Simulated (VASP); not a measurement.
# AlN (Cm) in VASP: a series of runs

Runs on AlN. Level: PBEsol. Tasks: single point.

Program: VASP 6.6.1. These are calculated values, not measurements. Logs are shortened: lines on timing, memory, paths and dates and some standing lists are left out, and cuts for length are marked.

**1. The cell of the first run**

It takes space group Cm (No. 8, monoclinic). The conventional cell has a = 5.389 Å, b = 3.111 Å, c = 4.978 Å, α = 90.00°, β = 91.43°, γ = 90.00°. Al (site symmetry m) has 4 N at 1.87 to 1.92 Å within 2.5 Å. Al (site symmetry m) has 4 N at 1.88 to 1.92 Å within 2.5 Å. N (site symmetry m) has 4 Al at 1.88 to 1.92 Å within 2.5 Å. Within 2.5 Å of N (site symmetry m) lie 4 Al at 1.87 to 1.92 Å.

**2. Single point, PBEsol (strain +0.0250 x Voigt [0, 0, 0, 1, 0, 0])**

INCAR reads:

```
PREC = Accurate ; ENCUT = 520
EDIFF = 1E-6 ; ISMEAR = 0
SIGMA = 0.05 ; LREAL = False
LASPH = True ; NELM = 100
ALGO = Normal ; ISIF = 2
LWAVE = False ; LCHARG = False
GGA = PS ; NBANDS = 16
```

KPOINTS reads:

```
regular mesh
0
Gamma
  9 9 6
```

POSCAR reads:

```
AlN
1.0
    3.1110021516      0.0000000000      0.0000000000
   -1.5555010758      2.6942068945      0.0336775862
    0.0000000000      0.0622250000      4.9780000000
Al N
2 2
Direct
    0.3333333333      0.6666666667      0.0000000000
    0.6666666667      0.3333333333      0.5000000000
    0.3333333333      0.6666666667      0.3850000000
    0.6666666667      0.3333333333      0.8850000000
```

Potentials or basis: VASP PAW PBE potentials, release 64 (Al, N).

Command:

```console
$ cat potpaw_PBE.64/Al/POTCAR potpaw_PBE.64/N/POTCAR > POTCAR
$ mpirun -np 1 vasp_std > vasp.out
```

OUTCAR:

```text
PREC = Accurate
   ENCUT = 520
   EDIFF = 1E-6
   ISMEAR = 0
   LREAL = False
   LASPH = True
   NELM = 100
   ISIF = 2
   GGA = PS

 ion  position               nearest neighbor table
   1  0.333  0.667  0.000-   4 1.87   4 1.89   4 1.89   3 1.92   2 3.03   2 3.05   2 3.05   2 3.09
                             2 3.09   2 3.11
   2  0.667  0.333  0.500-   3 1.88   3 1.88   3 1.90   4 1.92   1 3.03   1 3.05   1 3.05   1 3.09
                             1 3.09   1 3.11
   3  0.333  0.667  0.385-   2 1.88   2 1.88   2 1.90   1 1.92
   4  0.667  0.333  0.885-   1 1.87   1 1.89   1 1.89   2 1.92

  LATTYP: Found a base centered monoclinic cell.
 ALAT       =     5.3888347424
 B/A-ratio  =     0.5773051690
 C/A-ratio  =     0.9238340252
 COS(beta)  =    -0.0249960944

  Lattice vectors:

 A1 = (  -1.5555010758,  -2.6942068945,  -0.0336775862)
 A2 = (   1.5555010758,  -2.6942068945,  -0.0336775862)
 A3 = (   0.0000000000,   0.0622250000,   4.9780000000)

Analysis of symmetry for initial positions (statically):
=====================================================================
 Subroutine PRICEL returns:
 Original cell was already a primitive cell.

 Routine SETGRP: Setting up the symmetry group for a
 base centered monoclinic supercell.

 Subroutine GETGRP returns: Found  2 space group operations
 (whereof  2 operations were pure point group operations)
 out of a pool of  4 trial point group operations.

The static configuration has the point symmetry C_1h.

Analysis of symmetry for dynamics (positions and initial velocities):
=====================================================================
 Subroutine PRICEL returns:
 Original cell was already a primitive cell.

 Routine SETGRP: Setting up the symmetry group for a
 base centered monoclinic supercell.

 Subroutine GETGRP returns: Found  2 space group operations
 (whereof  2 operations were pure point group operations)
 out of a pool of  4 trial point group operations.

The dynamic configuration has the point symmetry C_1h.

 Subroutine INISYM returns: Found  2 space group operations
 (whereof  2 operations are pure point group operations),
 and found     1 'primitive' translations

----------------------------------------------------------------------------------------

                                     Primitive cell

  volume of cell :      41.7175
[... 88 lines left out ...]
   LNONCOLLINEAR =      F non collinear calculations
   LSORBIT =      F    spin-orbit coupling
   LASPH  =      T    aspherical Exc in radial PAW
   ENCUT  =  520.0 eV  38.22 Ry    6.18 a.u.   5.78  5.78  9.26*2*pi/ulx,y,z
   NELM   =    100;   NELMIN=  2; NELMDL= -5     # of ELM steps
   EDIFF  = 0.1E-05   stopping-criterion for ELM
   LREAL  =      F    real-space projection
   EDIFFG = 0.1E-04   stopping-criterion for IOM
   NSW    =      0    number of steps for IOM
   IBRION =     -1    ionic relax: 0-MD 1-quasi-New 2-CG
   NFREE  =      0    steps in history (QN), initial steepest desc. (CG)
   ISIF   =      2    stress and relaxation
   ISYM   =      2    0-nonsym 1-usesym 2-fastsym
   POTIM  = 0.5000    time-step for ionic-motion
   TEBEG  =    0.0;   TEEND  =   0.0 temperature during run
   PSTRESS=    0.0 pullay stress
   NELECT =      16.0000    total number of electrons
   NUPDOWN=      -1.0000    fix difference up-down
   EMIN   =  10.00;   EMAX   =-10.00  energy-range for DOS
   EFERMI =   0.00;   METHOD = LEGACY
   ISMEAR =     0;   SIGMA  =   0.05  broadening in eV -4-tet -1-fermi 0-gaus
   EFERMI_NEDOS =   21; number of points for ismear=-14 and -15
   IALGO  =     38    algorithm
   IMIX   =      4    mixing-type and parameters
     AMIX     =   0.40;   BMIX     =  1.00
     AMIX_MAG =   1.60;   BMIX_MAG =  1.00
  volume/ion in A,a.u.               =      10.43        70.38
  Fermi-wavevector in a.u.,A,eV,Ry     =   1.189439  2.247713 19.249038  1.414764
  Thomas-Fermi vector in A             =   2.325546
   LORBIT       =      0    0 simple, 1 ext, 2 COOP (PROOUT), +10 PAW based schemes
   GGA     = PS    functional components
   LHFCALC =     F    Hartree Fock is set to
   AEXX    =    0.0000 exact exchange contribution
   IVDW    =     0    specifies the selected vdW correction
   LEPSILON=     F    determine dielectric tensor
   LRPA    =     F    only Hartree local field effects (RPA)
 non-spin polarized calculation
 Gauss-broadening in eV      SIGMA  =   0.05
  energy-cutoff  :      520.00
  volume of cell :       41.72
 maximum number of plane-waves:      1136
   NGX = 11   NGY = 11   NGZ = 19

 number of electron      15.9999998 magnetization

 Free energy of the ion-electron system (eV)
  ---------------------------------------------------
  ext. energy  EPLUGINS =         0.00000000
  ---------------------------------------------------
  free energy    TOTEN  =       -31.29906414 eV

  energy without entropy =      -31.29906414  energy(sigma->0) =      -31.29906414

 E-fermi :   6.3977     XC(G=0): -11.1131

 val. band max:        6.1464927673   @ k =   0.0000   0.0000   0.0000
 cond. band min:      10.2145296620   @ k =   0.0000   0.0000   0.0000
 fundamental gap:      4.0680368946
 Fermi energy:         6.3977014819

 k-point     1 :       0.0000    0.0000    0.0000
  band No.  band energies     occupation
      1      -9.0995      2.00000
      2      -6.9099      2.00000
      3       0.0347      2.00000
      4       5.1786      2.00000
      5       5.1791      2.00000
      6       5.8222      2.00000
[... 433 lines left out ...]
      3       0.6692      2.00000
      4       1.9388      2.00000
      5       2.5441      2.00000
      6       3.9740      2.00000
[... 8 lines left out ...]
     15      18.7023      0.00000
     16      21.1158      0.00000

 [... further k-points ...]
[... 5 lines left out ...]
  --------------------------------------------------------------------------------------
  -------------------------------------------------------------------------------------
  Total        0.3117599      0.3088445     -0.1921993      0.0000000     -0.8323303      0.0000000
  in kB       11.9732642     11.8612954     -7.3814906      0.0000000    -31.9659805      0.0000000
  external PRESSURE =       5.4843563 kB  Pullay stress =       0.0000000 kB

 VOLUME and BASIS-vectors are now :
 -----------------------------------------------------------------------------
  energy-cutoff  :      520.00
  volume of cell :       41.72
      direct lattice vectors                 reciprocal lattice vectors
     3.111002152  0.000000000  0.000000000     0.321439829  0.185612374 -0.002320155
    -1.555501076  2.694206895  0.033677586     0.000000000  0.371224748 -0.004640309
     0.000000000  0.062225000  4.978000000     0.000000000 -0.002511441  0.200915282

 POSITION                                       TOTAL-FORCE (eV/Angst)
 -----------------------------------------------------------------------------------
     -0.00000      1.79614      0.02245         0.000000     -0.145794      0.181607
      1.55550      0.92918      2.50023         0.000000     -0.128601      0.181356
     -0.00000      1.82009      1.93898         0.000000      0.126609     -0.181426
      1.55550      0.95314      4.41676        -0.000000      0.147786     -0.181537
 -----------------------------------------------------------------------------------
    total drift:                                0.000000      0.000291      0.000222

  FREE ENERGIE OF THE ION-ELECTRON SYSTEM (eV)
  ---------------------------------------------------
  free  energy   TOTEN  =       -31.2990641388 eV

  energy  without entropy=      -31.2990641388  energy(sigma->0) =      -31.29906414
```

OSZICAR:

```text
N       E                     dE             d eps       ncg     rms          rms(c)
DAV:   1     0.391007898055E+02    0.39101E+02   -0.72965E+03  4480   0.895E+02
DAV:   2    -0.323896356055E+02   -0.71490E+02   -0.65564E+02  6296   0.187E+02
DAV:   3    -0.357368599839E+02   -0.33472E+01   -0.33387E+01  5688   0.417E+01
DAV:   4    -0.357569674284E+02   -0.20107E-01   -0.20106E-01  5536   0.366E+00
DAV:   5    -0.357572281881E+02   -0.26076E-03   -0.26076E-03  5736   0.420E-01    0.117E+01
DAV:   6    -0.313515774856E+02    0.44057E+01   -0.95620E+00  5416   0.224E+01    0.418E+00
DAV:   7    -0.313363730198E+02    0.15204E-01   -0.61534E-01  4864   0.546E+00    0.290E+00
DAV:   8    -0.313035824957E+02    0.32791E-01   -0.71806E-02  5128   0.227E+00    0.593E-01
DAV:   9    -0.312987814685E+02    0.48010E-02   -0.12434E-02  6032   0.830E-01    0.250E-01
DAV:  10    -0.312991386677E+02   -0.35720E-03   -0.14040E-03  4912   0.244E-01    0.155E-01
DAV:  11    -0.312990647818E+02    0.73886E-04   -0.11875E-04  5432   0.800E-02    0.326E-02
DAV:  12    -0.312990641388E+02    0.64306E-06   -0.51861E-06  5208   0.195E-02
   1 F= -.31299064E+02 E0= -.31299064E+02  d E =-.632638E-15
```

It took 38 s on 1 thread of Intel Xeon Platinum 8488C (Sapphire Rapids), shared host; peak memory 0.21 GiB.

What came out:

```yaml
Free_energy: -31.2991 eV
Pressure: 0.5 GPa
Largest_force: 0.234 eV/Å
Band_gap_on_the_k_mesh: 4.07 eV
```

Forces on the atoms (eV/Å):
```
Al   0.000 -0.146  0.182
Al   0.000 -0.129  0.181
N    0.000  0.127 -0.181
N    0.000  0.148 -0.182
```

Levels at points of the mesh, in eV from the valence-band top:
```tsv
k point	band 5	band 6	band 7	band 8	band 9	band 10	band 11	band 12
(0.00, 0.00, 0.00)	-0.97	-0.32	-0.31	0.00	4.07	6.51	10.47	10.96
(0.00, 0.00, 0.50)	-0.69	-0.69	-0.60	-0.60	6.34	6.34	10.16	10.16
```

Caveat: the cell differs from its parent crystal (strain +0.0250 x Voigt [0, 0, 0, 1, 0, 0]); the PAW data sets were made with another functional, which shifts forces and pressure a little.

**3. Single point, PBEsol (strain +0.0125 x Voigt [0, 0, 0, 1, 0, 0])**

INCAR reads:

```
  ALGO = Normal
  EDIFF = 1E-6
  ENCUT = 520
  GGA = PS
  ISIF = 2
  ISMEAR = 0
  LASPH = T
  LCHARG = F
  LREAL = F
  LWAVE = F
  NBANDS = 16
  NELM = 80
  PREC = Accurate
  SIGMA = 0.05
```

KPOINTS reads:

```
k-points
0
Gamma
  9 9 6
```

Changes to POSCAR since step 2:

```diff
@@ -3,4 +3,4 @@
     3.1110021516      0.0000000000      0.0000000000
-   -1.5555010758      2.6942068945      0.0336775862
-    0.0000000000      0.0622250000      4.9780000000
+   -1.5555010758      2.6942068945      0.0168387931
+    0.0000000000      0.0311125000      4.9780000000
 Al N
```

Potentials or basis: VASP PAW PBE potentials, release 64 (Al, N).

Command:

```console
$ cat potpaw_PBE.64/Al/POTCAR potpaw_PBE.64/N/POTCAR > POTCAR
$ mpirun -np 1 vasp_std > vasp.out
```

OUTCAR:

```text
EDIFF = 1E-6
   ENCUT = 520
   GGA = PS
   ISIF = 2
   ISMEAR = 0
   LASPH = T
   LREAL = F
   NELM = 80
   PREC = Accurate

 ion  position               nearest neighbor table
   1  0.333  0.667  0.000-   4 1.88   4 1.89   4 1.89   3 1.92   2 3.05   2 3.06   2 3.06   2 3.08
                             2 3.08   2 3.09
   2  0.667  0.333  0.500-   3 1.88   3 1.88   3 1.89   4 1.92   1 3.05   1 3.06   1 3.06   1 3.08
                             1 3.08   1 3.09
   3  0.333  0.667  0.385-   2 1.88   2 1.88   2 1.89   1 1.92
[... 653 lines left out ...]
     16      21.1165      0.00000

 [... further k-points ...]
[... 5 lines left out ...]
  --------------------------------------------------------------------------------------
  -------------------------------------------------------------------------------------
  Total        0.3063220      0.3055859     -0.2086581      0.0000000     -0.4162533      0.0000000
  in kB       11.7630420     11.7347732     -8.0126587      0.0000000    -15.9845028      0.0000000
  external PRESSURE =       5.1617188 kB  Pullay stress =       0.0000000 kB

 VOLUME and BASIS-vectors are now :
 -----------------------------------------------------------------------------
  energy-cutoff  :      520.00
  volume of cell :       41.72
      direct lattice vectors                 reciprocal lattice vectors
     3.111002152  0.000000000  0.000000000     0.321439829  0.185590622 -0.001159941
    -1.555501076  2.694206895  0.016838793     0.000000000  0.371181243 -0.002319883
     0.000000000  0.031112500  4.978000000     0.000000000 -0.001255573  0.200891736

 POSITION                                       TOTAL-FORCE (eV/Angst)
 -----------------------------------------------------------------------------------
     -0.00000      1.79614      0.01123        -0.000000     -0.070629      0.178822
      1.55550      0.91363      2.49461         0.000000     -0.066365      0.178664
     -0.00000      1.80812      1.92776        -0.000000      0.065849     -0.178737
      1.55550      0.92560      4.41114        -0.000000      0.071146     -0.178749
 -----------------------------------------------------------------------------------
    total drift:                                0.000000      0.000445      0.000266

  FREE ENERGIE OF THE ION-ELECTRON SYSTEM (eV)
  ---------------------------------------------------
  free  energy   TOTEN  =       -31.3068841368 eV

  energy  without entropy=      -31.3068841368  energy(sigma->0) =      -31.30688414
```

OSZICAR:

```text
N       E                     dE             d eps       ncg     rms          rms(c)
DAV:   1     0.393433454070E+02    0.39343E+02   -0.72646E+03  4480   0.892E+02
DAV:   2    -0.323575689573E+02   -0.71701E+02   -0.65803E+02  6272   0.187E+02
DAV:   3    -0.357430758213E+02   -0.33855E+01   -0.33758E+01  5672   0.419E+01
DAV:   4    -0.357634461477E+02   -0.20370E-01   -0.20369E-01  5480   0.368E+00
DAV:   5    -0.357637085814E+02   -0.26243E-03   -0.26243E-03  5784   0.421E-01    0.117E+01
DAV:   6    -0.313591526338E+02    0.44046E+01   -0.95552E+00  5432   0.224E+01    0.418E+00
DAV:   7    -0.313441543227E+02    0.14998E-01   -0.61696E-01  4880   0.546E+00    0.290E+00
DAV:   8    -0.313114328660E+02    0.32721E-01   -0.71935E-02  5064   0.227E+00    0.593E-01
DAV:   9    -0.313066002105E+02    0.48327E-02   -0.12517E-02  6088   0.833E-01    0.250E-01
DAV:  10    -0.313069585825E+02   -0.35837E-03   -0.14064E-03  4888   0.244E-01    0.155E-01
DAV:  11    -0.313068848918E+02    0.73691E-04   -0.11746E-04  5288   0.795E-02    0.331E-02
DAV:  12    -0.313068841368E+02    0.75504E-06   -0.53629E-06  5104   0.197E-02
   1 F= -.31306884E+02 E0= -.31306884E+02  d E =-.460042E-16
```

It took 39 s on 1 thread of Intel Xeon Platinum 8488C (Sapphire Rapids), shared host; peak memory 0.2 GiB.

What came out:

| Item | Value |
| --- | --- |
| Free energy | -31.3069 eV |
| Pressure | 0.5 GPa |
| Largest force | 0.192 eV/Å |
| Band gap on the k mesh | 4.08 eV |

Forces in eV/Å, atoms in the order of the input:
```
Al   0.000 -0.071  0.179
Al   0.000 -0.066  0.179
N    0.000  0.066 -0.179
N    0.000  0.071 -0.179
```

Stress tensor (GPa, compression positive):
```
 1.18  0.00  0.00
 0.00  1.17 -1.60
 0.00 -1.60 -0.80
```

Levels at points of the mesh, in eV from the valence-band top:
| k point | band 5 | band 6 | band 7 | band 8 | band 9 | band 10 | band 11 | band 12 |
| --- | --- | --- | --- | --- | --- | --- | --- | --- |
| (0.00, 0.00, 0.00) | -0.95 | -0.30 | -0.30 | 0.00 | 4.08 | 6.53 | 10.49 | 10.98 |
| (0.00, 0.00, 0.50) | -0.66 | -0.66 | -0.61 | -0.61 | 6.35 | 6.35 | 10.17 | 10.17 |

Caveat: the cell differs from its parent crystal (strain +0.0125 x Voigt [0, 0, 0, 1, 0, 0]); the PAW data sets were made with another functional, which shifts forces and pressure a little.
